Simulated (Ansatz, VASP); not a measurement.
One calculation of AlCo3, two programs

The input INCAR:

```
PREC = Accurate
ENCUT = 520
EDIFF = 1E-6
ISMEAR = 1
SIGMA = 0.15
LREAL = False
LASPH = True
NELM = 150
ALGO = Normal
ISIF = 2
LWAVE = False
LCHARG = True
ISPIN = 2
MAGMOM = 0 2.5 2.5 2.5
LORBIT = 11
LMAXMIX = 4
LELF = True
LVHAR = True
NBANDS = 27
```

Contents of KPOINTS:

```
Automatic mesh
0
Gamma
  7 7 7
```

Contents of POSCAR:

```
AlCo3
1.0
    3.5868269975      0.0000000000      0.0000000000
    0.0000000000      3.5868269975      0.0000000000
    0.0000000000      0.0000000000      3.5868269975
Al Co
1 3
Direct
    0.0000000000      0.0000000000      0.0000000000
    0.5000000000      0.5000000000      0.0000000000
    0.5000000000      0.0000000000      0.5000000000
    0.0000000000      0.5000000000      0.5000000000
```

Input for Ansatz:

```yaml
crystal:
  lattice:
    - [3.5868269975487914, 0.0, 0.0]
    - [0.0, 3.5868269975487914, 0.0]
    - [0.0, 0.0, 3.5868269975487914]
  atoms:
    - { symbol: Al, position: [0.0, 0.0, 0.0] }
    - { symbol: Co, position: [0.5, 0.5, 0.0], spin: 2.5 }
    - { symbol: Co, position: [0.5, 0.0, 0.5], spin: 2.5 }
    - { symbol: Co, position: [0.0, 0.5, 0.5], spin: 2.5 }
basis:
  ecutwfc: 489.804952427784
  ecutrho_ratio: 4
kpoints:
  mp_grid:
    grid: [7, 7, 7]
hamiltonian:
  xc: lda
magnetization:
  spin_polarized: true
scf:
  max_iter: 60
  lower_state_search: standard
  occupations:
    method: cold
    width: 0.15
```

Alike in both runs: task single point; functional LDA; k mesh 7 × 7 × 7; collinear spin.

|  | VASP | Ansatz |
| --- | --- | --- |
| version | VASP 6.6.1 | Ansatz 0.2.0 |
| potentials or method | VASP PAW LDA potentials, release 64 (Al, Co), cutoff 520 eV | plane waves, PAW |
| occupations | methfessel-paxton of order 1, width 0.15 eV | cold, width 0.15 eV |
| valence electrons in the cell | 30 | 54 |

```tsv
	VASP	Ansatz	Ansatz less VASP
net moment per atom (μB)	0.95	0.98	+0.029
size of the moment on the site where the two differ most (μB)	1.28	1.34	+0.060
```

LDA's correlation is that of Perdew and Zunger in VASP and of Perdew and Wang (1992) in Ansatz. Site moments also hang on the region over which each program counts them. VASP's potentials hold 30 valence electrons a cell and Ansatz's 54, so a difference there can come from the potentials and not from the codes. Ansatz's warnings: stability check not made.
